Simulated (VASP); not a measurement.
# C in VASP: settings compared

The runs below take C through single point, with r2SCAN, PBE.

All numbers are computed with VASP 6.6.1; they aren't measurements. Logs are shortened: lines on timing, memory, paths and dates and some standing lists are left out, and cuts for length are marked.

## (1) The cell of the first run

Symmetry: P6_3/mmc, No. 194, hexagonal system. Conventional cell: a = 2.503 Å, b = 2.503 Å, c = 4.127 Å, α = 90.00°, β = 90.00°, γ = 120.00°. Within 2.0 Å of C (site symmetry 3m) lie 4 C at 1.54 to 1.55 Å.

## (2) Single point, r2SCAN (uniaxial z strain -1.0%)

Input file POSCAR:

```
C
1.0
    2.5031953718      0.0000000000      0.0000000000
   -1.2515976859      2.1678307826      0.0000000000
    0.0000000000      0.0000000000      4.1271805992
C
4
Direct
    0.3333333333      0.6666666667      0.0002398775
    0.6666666667      0.3333333333      0.5002398775
    0.3333333333      0.6666666667      0.3747601225
    0.6666666667      0.3333333333      0.8747601225
```

Input file INCAR.step1:

```
ALGO     = Normal         # electronic algorithm
EDIFF    = 1E-4           # SCF threshold, eV
ENCUT    = 520            # plane-wave cutoff, eV
GGA      = PE             # functional
ISMEAR   = 0              # smearing method
LASPH    = True           # aspherical terms in the spheres
LCHARG   = False          # write CHGCAR
LREAL    = False          # projectors in reciprocal space
LWAVE    = True           # write WAVECAR
NBANDS   = 16             # bands
NELM     = 100            # most SCF steps
PREC     = Accurate       # precision mode
SIGMA    = 0.01           # smearing width, eV
```

Input file INCAR.step2:

```
ALGO     = Normal         # electronic algorithm
EDIFF    = 1E-6           # SCF threshold, eV
ENCUT    = 520            # plane-wave cutoff, eV
ISIF     = 2              # what is computed and relaxed
ISMEAR   = 0              # smearing method
ISTART   = 1            
LASPH    = True           # aspherical terms in the spheres
LCHARG   = True           # write CHGCAR
LELF     = True           # ELF
LMIXTAU  = True         
LREAL    = False          # projectors in reciprocal space
LVHAR    = True         
LWAVE    = False          # write WAVECAR
METAGGA  = R2SCAN         # meta-GGA
NBANDS   = 16             # bands
NELM     = 100            # most SCF steps
PREC     = Accurate       # precision mode
SIGMA    = 0.01           # smearing width, eV
```

Input file KPOINTS:

```
k-points
0
Gamma
  12 12 6
```

Potentials or basis: VASP PAW PBE potentials, release 64 (C).

Launch:

```console
$ cat potpaw_PBE.64/C/POTCAR > POTCAR
$ cp INCAR.step1 INCAR
$ mpirun -np 1 vasp_std > vasp.out
$ cp INCAR.step2 INCAR
$ mpirun -np 1 vasp_std > vasp.out
```

OUTCAR:

```text
EDIFF = 1E-6
   ENCUT = 520
   ISIF = 2
   ISMEAR = 0
   ISTART = 1
   LASPH = True
   LREAL = False
   METAGGA = R2SCAN
   NELM = 100
   PREC = Accurate

 ion  position               nearest neighbor table
   1  0.333  0.667  0.000-   4 1.54   4 1.54   4 1.54   3 1.55
   2  0.667  0.333  0.500-   3 1.54   3 1.54   3 1.54   4 1.55
   3  0.333  0.667  0.375-   2 1.54   2 1.54   2 1.54   1 1.55
   4  0.667  0.333  0.875-   1 1.54   1 1.54   1 1.54   2 1.55

  LATTYP: Found a hexagonal cell.
 ALAT       =     2.5031953718
 C/A-ratio  =     1.6487648730

  Lattice vectors:

 A1 = (   2.5031953718,   0.0000000000,   0.0000000000)
 A2 = (  -1.2515976859,   2.1678307826,   0.0000000000)
 A3 = (   0.0000000000,   0.0000000000,   4.1271805992)

Analysis of symmetry for initial positions (statically):
=====================================================================
 Subroutine PRICEL returns:
 Original cell was already a primitive cell.

 Routine SETGRP: Setting up the symmetry group for a
 hexagonal supercell.

 Subroutine GETGRP returns: Found 24 space group operations
 (whereof  6 operations were pure point group operations)
 out of a pool of 24 trial point group operations.

The static configuration has the point symmetry C_3v.
 The point group associated with its full space group is D_6h.

Analysis of symmetry for dynamics (positions and initial velocities):
=====================================================================
 Subroutine PRICEL returns:
 Original cell was already a primitive cell.

 Routine SETGRP: Setting up the symmetry group for a
 hexagonal supercell.

 Subroutine GETGRP returns: Found 24 space group operations
 (whereof  6 operations were pure point group operations)
 out of a pool of 24 trial point group operations.

The dynamic configuration has the point symmetry C_3v.
 The point group associated with its full space group is D_6h.

 Subroutine INISYM returns: Found 24 space group operations
 (whereof  6 operations are pure point group operations),
 and found     1 'primitive' translations

----------------------------------------------------------------------------------------

                                     Primitive cell

  volume of cell :      22.3962

[... 91 lines left out ...]
   NELM   =    100;   NELMIN=  2; NELMDL=  0     # of ELM steps
   EDIFF  = 0.1E-05   stopping-criterion for ELM
   LREAL  =      F    real-space projection
   EDIFFG = 0.1E-04   stopping-criterion for IOM
   NSW    =      0    number of steps for IOM
   IBRION =     -1    ionic relax: 0-MD 1-quasi-New 2-CG
   NFREE  =      0    steps in history (QN), initial steepest desc. (CG)
   ISIF   =      2    stress and relaxation
   ISYM   =      2    0-nonsym 1-usesym 2-fastsym
   POTIM  = 0.5000    time-step for ionic-motion
   TEBEG  =    0.0;   TEEND  =   0.0 temperature during run
   PSTRESS=    0.0 pullay stress
   NELECT =      16.0000    total number of electrons
   NUPDOWN=      -1.0000    fix difference up-down
   EMIN   =  10.00;   EMAX   =-10.00  energy-range for DOS
   EFERMI =   0.00;   METHOD = LEGACY
   ISMEAR =     0;   SIGMA  =   0.01  broadening in eV -4-tet -1-fermi 0-gaus
   EFERMI_NEDOS =   21; number of points for ismear=-14 and -15
   IALGO  =     38    algorithm
   IMIX   =      4    mixing-type and parameters
     AMIX     =   0.40;   BMIX     =  1.00
     AMIX_MAG =   1.60;   BMIX_MAG =  1.00
  volume/ion in A,a.u.               =       5.60        37.78
  Fermi-wavevector in a.u.,A,eV,Ry     =   1.463492  2.765598 29.141070  2.141808
  Thomas-Fermi vector in A             =   2.579580
   LORBIT       =      0    0 simple, 1 ext, 2 COOP (PROOUT), +10 PAW based schemes
   METAGGA = R2SCAN    functional components
   LHFCALC =     F    Hartree Fock is set to
   AEXX    =    0.0000 exact exchange contribution
   IVDW    =     0    specifies the selected vdW correction
   LEPSILON=     F    determine dielectric tensor
   LRPA    =     F    only Hartree local field effects (RPA)
 non-spin polarized calculation
 Gauss-broadening in eV      SIGMA  =   0.01
  energy-cutoff  :      520.00
  volume of cell :       22.40
 maximum number of plane-waves:       616
 NGX is ok and might be reduce to    20
   NGX =  9   NGY =  9   NGZ = 15

 number of electron      16.0000000 magnetization

 Free energy of the ion-electron system (eV)
  ---------------------------------------------------
  ext. energy  EPLUGINS =         0.00000000
  ---------------------------------------------------
  free energy    TOTEN  =       -39.19279660 eV

  energy without entropy =      -39.19279660  energy(sigma->0) =      -39.19279660

 E-fermi :  10.2782     XC(G=0): -14.3213

 val. band max:       10.2236541836   @ k =   0.0000   0.0000   0.0000
 cond. band min:      13.7565618454   @ k =   0.3333   0.3333   0.0000
 fundamental gap:      3.5329076618
 Fermi energy:        10.2781742700

 k-point     1 :       0.0000    0.0000    0.0000
  band No.  band energies     occupation
      1     -12.9949      2.00000
      2      -7.0402      2.00000
      3      -4.3202      2.00000
      4       6.7961      2.00000
      5       6.7961      2.00000
      6       9.7021      2.00000
[... 433 lines left out ...]
      3      -1.8061      2.00000
      4       0.1520      2.00000
      5       2.4254      2.00000
      6       4.0526      2.00000
[... 8 lines left out ...]
     15      25.7077      0.00000
     16      28.2024      0.00000

 [... further k-points ...]

------------------------ aborting loop because EDIFF is reached ----------------------------------------

  FORCE on cell =-STRESS in cart. coord.  units (eV):
  Direction    XX          YY          ZZ          XY          YZ          ZX
  --------------------------------------------------------------------------------------
  -------------------------------------------------------------------------------------
  Total        0.1683633      0.1683633      2.1224551      0.0000000     -0.0000000     -0.0000000
  in kB       12.0443781     12.0443781    151.8362624      0.0000000     -0.0000000     -0.0000000
  external PRESSURE =      58.6416728 kB  Pullay stress =       0.0000000 kB

 VOLUME and BASIS-vectors are now :
 -----------------------------------------------------------------------------
  energy-cutoff  :      520.00
  volume of cell :       22.40
      direct lattice vectors                 reciprocal lattice vectors
     2.503195372  0.000000000  0.000000000     0.399489393  0.230645309  0.000000000
    -1.251597686  2.167830783  0.000000000     0.000000000  0.461290617  0.000000000
     0.000000000  0.000000000  4.127180599     0.000000000  0.000000000  0.242296157

 POSITION                                       TOTAL-FORCE (eV/Angst)
 -----------------------------------------------------------------------------------
     -0.00000      1.44522      0.00099         0.000000      0.000000      0.007474
      1.25160      0.72261      2.06458        -0.000000     -0.000000      0.007474
     -0.00000      1.44522      1.54670         0.000000     -0.000000     -0.007474
      1.25160      0.72261      3.61029        -0.000000     -0.000000     -0.007474
 -----------------------------------------------------------------------------------
    total drift:                               -0.000000      0.000000      0.000000

  FREE ENERGIE OF THE ION-ELECTRON SYSTEM (eV)
  ---------------------------------------------------
  free  energy   TOTEN  =       -39.1927966014 eV

  energy  without entropy=      -39.1927966014  energy(sigma->0) =      -39.19279660
```

Run time: 75 s. Hardware: 1 thread of Intel Xeon Platinum 8259CL at 2.50GHz (Skylake/Cascade Lake), shared host; peak memory 0.14 GiB.

Results:

| Property | Result |
| --- | --- |
| Free energy | -39.1928 eV |
| Pressure | 5.9 GPa |
| Largest force | 0.007 eV/Å |
| Band gap on the k mesh | 3.53 eV, indirect (least direct gap 5.07 eV) |

Forces on the atoms (eV/Å):
```
C    0.000  0.000  0.007
C    0.000  0.000  0.007
C    0.000  0.000 -0.007
C    0.000  0.000 -0.007
```

Levels at points of the mesh, in eV from the valence-band top:
```
           k point  band 6  band 7  band 8  band 9  band 10  band 11
(0.00, 0.00, 0.00)   -0.52    0.00    0.00    5.07     5.07     5.88
(0.50, 0.00, 0.00)   -7.00   -6.36   -3.34    4.59     8.61     8.65
(0.00, 0.00, 0.50)   -2.07   -2.07   -2.07    7.58     7.58     7.58
(0.50, 0.00, 0.50)   -5.51   -5.14   -5.14    6.11     6.11     7.05
```

Caveat: the cell differs from its parent crystal (uniaxial z strain -1.0%); the PAW data sets were made with another functional, which shifts forces and pressure a little. A k mesh can miss the band edges.

## (3) Single point, PBE (uniaxial x strain -5.0%)

Input file INCAR:

```
PREC     = Accurate       # precision mode
ENCUT    = 520            # plane-wave cutoff, eV
EDIFF    = 1E-6           # SCF threshold, eV
ISMEAR   = -1             # smearing method
SIGMA    = 0.02           # smearing width, eV
LREAL    = F              # projectors in reciprocal space
LASPH    = T              # aspherical terms in the spheres
NELM     = 60             # most SCF steps
ALGO     = Normal         # electronic algorithm
ISIF     = 2              # what is computed and relaxed
LWAVE    = F              # write WAVECAR
LCHARG   = T              # write CHGCAR
GGA      = PE             # functional
LELF     = T              # ELF
LVHAR    = T            
NBANDS   = 16             # bands
```

Input file KPOINTS:

```
Automatic mesh
0
Gamma
  12 12 6
```

Input file POSCAR:

```
C
1.0
    2.3780356032      0.0000000000      0.0000000000
   -1.1890178016      2.1678307826      0.0000000000
    0.0000000000      0.0000000000      4.1688692921
C
4
Direct
    0.3340956365      0.6681912729      0.0005945310
    0.6659043635      0.3318087271      0.5005945310
    0.3340956365      0.6681912729      0.3744054690
    0.6659043635      0.3318087271      0.8744054690
```

Potentials or basis: VASP PAW PBE potentials, release 64 (C).

Launch:

```console
$ cat potpaw_PBE.64/C/POTCAR > POTCAR
$ mpirun -np 1 vasp_std > vasp.out
```

OUTCAR:

```text
PREC = Accurate
   ENCUT = 520
   EDIFF = 1E-6
   ISMEAR = -1
   LREAL = F
   LASPH = T
   NELM = 60
   ISIF = 2
   GGA = PE

 ion  position               nearest neighbor table
   1  0.334  0.668  0.001-   4 1.49   4 1.49   4 1.53   3 1.56
   2  0.666  0.332  0.501-   3 1.49   3 1.49   3 1.53   4 1.56
   3  0.334  0.668  0.374-   2 1.49   2 1.49   2 1.53   1 1.56
   4  0.666  0.332  0.874-   1 1.49   1 1.49   1 1.53   2 1.56

  LATTYP: Found a base centered orthorhombic cell.
 ALAT       =     2.3780356032
 B/A-ratio  =     1.8232113764
 C/A-ratio  =     1.7530726985

  Lattice vectors:

 A1 = (   1.1890178016,  -2.1678307826,   0.0000000000)
 A2 = (   1.1890178016,   2.1678307826,   0.0000000000)
 A3 = (   0.0000000000,   0.0000000000,   4.1688692921)

Analysis of symmetry for initial positions (statically):
=====================================================================
 Subroutine PRICEL returns:
 Original cell was already a primitive cell.

 Routine SETGRP: Setting up the symmetry group for a
 base centered orthorhombic supercell.

 Subroutine GETGRP returns: Found  8 space group operations
 (whereof  2 operations were pure point group operations)
 out of a pool of  8 trial point group operations.

The static configuration has the point symmetry C_1h.
 The point group associated with its full space group is D_2h.

Analysis of symmetry for dynamics (positions and initial velocities):
=====================================================================
 Subroutine PRICEL returns:
 Original cell was already a primitive cell.

 Routine SETGRP: Setting up the symmetry group for a
 base centered orthorhombic supercell.

 Subroutine GETGRP returns: Found  8 space group operations
 (whereof  2 operations were pure point group operations)
 out of a pool of  8 trial point group operations.

[... 123 lines left out ...]
   IMIX   =      4    mixing-type and parameters
     AMIX     =   0.40;   BMIX     =  1.00
     AMIX_MAG =   1.60;   BMIX_MAG =  1.00
  volume/ion in A,a.u.               =       5.37        36.26
  Fermi-wavevector in a.u.,A,eV,Ry     =   1.483750  2.803882 29.953430  2.201515
  Thomas-Fermi vector in A             =   2.597373
   LORBIT       =      0    0 simple, 1 ext, 2 COOP (PROOUT), +10 PAW based schemes
   GGA     = PE    functional components
   LHFCALC =     F    Hartree Fock is set to
   AEXX    =    0.0000 exact exchange contribution
   IVDW    =     0    specifies the selected vdW correction
   LEPSILON=     F    determine dielectric tensor
   LRPA    =     F    only Hartree local field effects (RPA)
 non-spin polarized calculation
  energy-cutoff  :      520.00
  volume of cell :       21.49
 maximum number of plane-waves:       602
 NGX is ok and might be reduce to    18
   NGX =  9   NGY =  9   NGZ = 15

 number of electron      15.9999999 magnetization

 Free energy of the ion-electron system (eV)
  ---------------------------------------------------
  ext. energy  EPLUGINS =         0.00000000
  ---------------------------------------------------
  free energy    TOTEN  =       -35.99290001 eV

  energy without entropy =      -35.99290001  energy(sigma->0) =      -35.99290001

 E-fermi :  11.5756     XC(G=0): -13.5232

 val. band max:       11.1297130996   @ k =   0.0000   0.0000   0.0000
 cond. band min:      13.8905646095   @ k =   0.3333   0.3333   0.0000
 fundamental gap:      2.7608515099
 Fermi energy:        11.5756356640

 k-point     1 :       0.0000    0.0000    0.0000
  band No.  band energies     occupation
      1     -11.7203      2.00000
      2      -6.2133      2.00000
      3      -3.4892      2.00000
      4       7.5279      2.00000
      5       8.1914      2.00000
      6      10.2384      2.00000
[... 433 lines left out ...]
      3      -0.3511      2.00000
      4       0.5652      2.00000
      5       1.1568      2.00000
      6       2.3270      2.00000
[... 8 lines left out ...]
     15      27.9542      0.00000
     16      28.9277      0.00000

 [... further k-points ...]

------------------------ aborting loop because EDIFF is reached ----------------------------------------

  FORCE on cell =-STRESS in cart. coord.  units (eV):
  Direction    XX          YY          ZZ          XY          YZ          ZX
  --------------------------------------------------------------------------------------
  -------------------------------------------------------------------------------------
  Total       10.2495633      1.5325414      0.7538286     -0.0000000      0.0000000      0.0000000
  in kB      764.1065715    114.2512050     56.1980432     -0.0000000      0.0000000      0.0000000
  external PRESSURE =     311.5186066 kB  Pullay stress =       0.0000000 kB

 VOLUME and BASIS-vectors are now :
 -----------------------------------------------------------------------------
  energy-cutoff  :      520.00
  volume of cell :       21.49
      direct lattice vectors                 reciprocal lattice vectors
     2.378035603  0.000000000  0.000000000     0.420515151  0.230645309  0.000000000
    -1.189017802  2.167830783  0.000000000     0.000000000  0.461290617  0.000000000
     0.000000000  0.000000000  4.168869292     0.000000000  0.000000000  0.239873196

 POSITION                                       TOTAL-FORCE (eV/Angst)
 -----------------------------------------------------------------------------------
      0.00000      1.44853      0.00248         0.000000      0.064183      0.066274
      1.18902      0.71931      2.08691         0.000000     -0.064183      0.066274
      0.00000      1.44853      1.56085         0.000000      0.064183     -0.066274
      1.18902      0.71931      3.64528         0.000000     -0.064183     -0.066274
 -----------------------------------------------------------------------------------
    total drift:                                0.000000     -0.000000      0.000000

  FREE ENERGIE OF THE ION-ELECTRON SYSTEM (eV)
  ---------------------------------------------------
  free  energy   TOTEN  =       -35.9929000106 eV

  energy  without entropy=      -35.9929000106  energy(sigma->0) =      -35.99290001
```

OSZICAR:

```text
N       E                     dE             d eps       ncg     rms          rms(c)
DAV:   1     0.204294442122E+02    0.20429E+02   -0.83727E+03  5528   0.978E+02
DAV:   2    -0.357869782781E+02   -0.56216E+02   -0.51925E+02  7712   0.189E+02
DAV:   3    -0.375129708289E+02   -0.17260E+01   -0.17203E+01  6832   0.280E+01
DAV:   4    -0.375189613464E+02   -0.59905E-02   -0.59897E-02  6904   0.204E+00
DAV:   5    -0.375189900084E+02   -0.28662E-04   -0.28661E-04  6824   0.124E-01    0.844E+00
DAV:   6    -0.363742617665E+02    0.11447E+01   -0.69000E-01  6536   0.542E+00    0.504E+00
DAV:   7    -0.359898096619E+02    0.38445E+00   -0.78759E-01  7064   0.600E+00    0.118E+00
DAV:   8    -0.359927882312E+02   -0.29786E-02   -0.17584E-02  6024   0.901E-01    0.619E-02
DAV:   9    -0.359928602438E+02   -0.72013E-04   -0.18843E-04  7344   0.106E-01    0.314E-02
DAV:  10    -0.359928980494E+02   -0.37806E-04   -0.26921E-05  6096   0.445E-02    0.779E-03
DAV:  11    -0.359928998955E+02   -0.18461E-05   -0.24634E-06  7256   0.133E-02    0.295E-03
DAV:  12    -0.359929000106E+02   -0.11507E-06   -0.13599E-07  3536   0.338E-03
   1 F= -.35992900E+02 E0= -.35992900E+02  d E =-.223740E-12
```

stdout:

```text
POSCAR found type information on POSCAR C
 POSCAR found :  1 types and       4 ions
 scaLAPACK will be used
 LDA part: xc-table for (Slater+PW92), standard interpolation
 POSCAR, INCAR and KPOINTS ok, starting setup
 FFT: planning ... GRIDC
 FFT: planning ... GRID_SOFT
 FFT: planning ... GRID
 WAVECAR not read
 entering main loop
```

Run time: 42 s. Hardware: 1 thread of Intel Xeon Platinum 8259CL at 2.50GHz (Skylake/Cascade Lake), shared host; peak memory 0.15 GiB.

What came out:

```
Free energy            : -35.9929 eV
Pressure               : 31.2 GPa
Largest force          : 0.092 eV/Å
Band gap on the k mesh : 2.76 eV, indirect (least direct gap 4.46 eV)
```

Forces in eV/Å, atoms in the order of the input:
```
C    0.000  0.064  0.066
C    0.000 -0.064  0.066
C    0.000  0.064 -0.066
C    0.000 -0.064 -0.066
```

Levels at points of the mesh, in eV from the valence-band top:
| k point | band 6 | band 7 | band 8 | band 9 | band 10 | band 11 |
| --- | --- | --- | --- | --- | --- | --- |
| (0.00, 0.00, 0.00) | -0.89 | -0.54 | 0.00 | 4.46 | 4.49 | 5.50 |
| (0.50, 0.00, 0.00) | -7.27 | -6.43 | -3.96 | 4.13 | 7.67 | 7.96 |
| (0.00, 0.50, 0.00) | -6.62 | -6.19 | -3.03 | 5.94 | 7.99 | 8.23 |
| (0.00, 0.00, 0.50) | -2.35 | -1.74 | -1.74 | 6.55 | 6.55 | 7.75 |
| (0.50, 0.00, 0.50) | -5.93 | -5.35 | -5.35 | 5.53 | 5.53 | 6.15 |
| (0.00, 0.50, 0.50) | -5.67 | -4.88 | -4.88 | 5.71 | 5.71 | 7.23 |

Caveat: the cell differs from its parent crystal (uniaxial x strain -5.0%). A k mesh can miss the band edges.
